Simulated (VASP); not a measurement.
Here is a VASP 6.6.1 calculation.

File INCAR:

```
  PREC = Accurate
  ENCUT = 520
  EDIFF = 1E-6
  ISMEAR = 0
  SIGMA = 0.01
  LREAL = False
  LASPH = True
  NELM = 80
  ALGO = Normal
  ISIF = 2
  LWAVE = False
  LCHARG = False
  GGA = PE
  NBANDS = 28
```

Contents of KPOINTS:

```
regular mesh
0
Gamma
  9 9 2
```

Contents of POSCAR:

```
SnO
1.0
    3.2981563157      0.0000000000      0.0000000000
   -1.6490781578      2.8562871550      0.0000000000
    0.0000000000      0.0000000000      9.2163706585
Sn O
2 2
Direct
    0.3333333333      0.6666666667     -0.0066374709
    0.6666666667      0.3333333333      0.4933625291
    0.3333333333      0.6666666667      0.3816374709
    0.6666666667      0.3333333333      0.8816374709
```

Potentials or basis: VASP PAW PBE potentials, release 64 (Sn_d, O).

Launch:

```bash
$ cat potpaw_PBE.64/Sn_d/POTCAR potpaw_PBE.64/O/POTCAR > POTCAR
$ mpirun -np 1 vasp_std > vasp.out
```

(1) What does it give for the band gap on the k mesh?

(2) What does it give for the pressure?

(3) What does it give for the largest force?

Answers

(1) 1.39 eV, indirect (least direct gap 1.80 eV).

(2) 3.3 GPa.

(3) 0.507 eV/Å.

Caveat: spin-orbit coupling is left out, which moves the levels of the heavy elements.
